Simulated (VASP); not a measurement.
## GaP: single point with PBEsol

GaP:

```
Ga P
1.0
     1.91675    1.10664    6.34390
    -1.91675    1.10664    6.34390
     0.00000   -2.21328    6.34390
Ga P
2 2
Direct
  0.56463 0.56463 0.56463
  0.43537 0.43537 0.43537
  0.94261 0.94261 0.94261
  0.05739 0.05739 0.05739
```

```
Program             : VASP 6.6.1
Task                : single point
Functional          : PBEsol
Potentials or basis : VASP PAW PBE potentials, release 64 (Ga_d, P)
Cutoff              : 520 eV
k mesh              : 8 × 8 × 8
Occupations         : fermi-dirac, width 0.05 eV
Spin                : no spin polarisation
```

```
Pressure               : 0.1 GPa
Largest force          : 0.201 eV/Å
Band gap on the k mesh : 0.74 eV, indirect (least direct gap 1.09 eV)
```

Forces in eV/Å, atoms in the order of the input:
```
Ga   0.000  0.000 -0.099
Ga   0.000  0.000  0.099
P    0.000  0.000 -0.201
P    0.000  0.000  0.201
```

Stress tensor (GPa, compression positive):
```
-0.20  0.00  0.00
 0.00 -0.20  0.00
 0.00  0.00  0.75
```

Levels at points of the mesh, in eV from the valence-band top:
| k point | band 16 | band 17 | band 18 | band 19 | band 20 | band 21 |
| --- | --- | --- | --- | --- | --- | --- |
| (0.00, 0.00, 0.00) | -0.26 | 0.00 | 0.00 | 1.09 | 1.79 | 2.74 |
| (0.50, 0.00, 0.00) | -2.98 | -2.83 | -1.85 | 1.50 | 2.60 | 3.69 |
| (0.50, 0.50, 0.00) | -3.27 | -1.28 | -0.55 | 0.74 | 1.30 | 1.52 |
| (0.50, 0.50, 0.50) | -1.79 | -0.27 | -0.27 | 1.12 | 2.43 | 3.80 |

Wall time 2.6 min on 1 thread of Intel(R) Xeon(R) 6975P-C (Granite Rapids) (shared host), peak memory 0.4 GiB.

Caveat: the PAW data sets were made with another functional, which shifts forces and pressure a little. A k mesh can miss the band edges.
